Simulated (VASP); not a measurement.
A run of VASP 6.6.1:

File INCAR:

```
PREC = Accurate ; ENCUT = 520
EDIFF = 1E-6 ; ISMEAR = -1
SIGMA = 0.05 ; LREAL = False
LASPH = True ; NELM = 150
ALGO = Normal ; ISIF = 2
LWAVE = False ; LCHARG = True
ISPIN = 2 ; MAGMOM = -2.68 0
LORBIT = 11 ; LMAXMIX = 4
GGA = PE ; LELF = True
LVHAR = True ; NBANDS = 18
```

The input KPOINTS:

```
Automatic mesh
0
Gamma
  11 11 11
```

POSCAR

```
FeO
1.0
    1.5188209023      0.8768916568      2.5195772846
   -1.5188209023      0.8768916568      2.5195772846
    0.0000000000     -1.7537833136      2.5195772846
Fe O
1 1
Direct
    0.0000000000      0.0000000000      0.0000000000
    0.5000000000      0.5000000000      0.5000000000
```

Potentials or basis: VASP PAW PBE potentials, release 64 (Fe, O).

Run with:

```console
$ cat potpaw_PBE.64/Fe/POTCAR potpaw_PBE.64/O/POTCAR > POTCAR
$ mpirun -np 1 vasp_std > vasp.out
```

Hardware: 1 thread of AMD EPYC 7R13 Processor (Zen 3), on a shared host.

Q: How long does it take, and how much memory?

A: Run time: 110 s on 1 thread of AMD EPYC 7R13 Processor (Zen 3), with other jobs on the host, peak memory 0.18 GiB. Counts: scf iterations 15, k points 146.
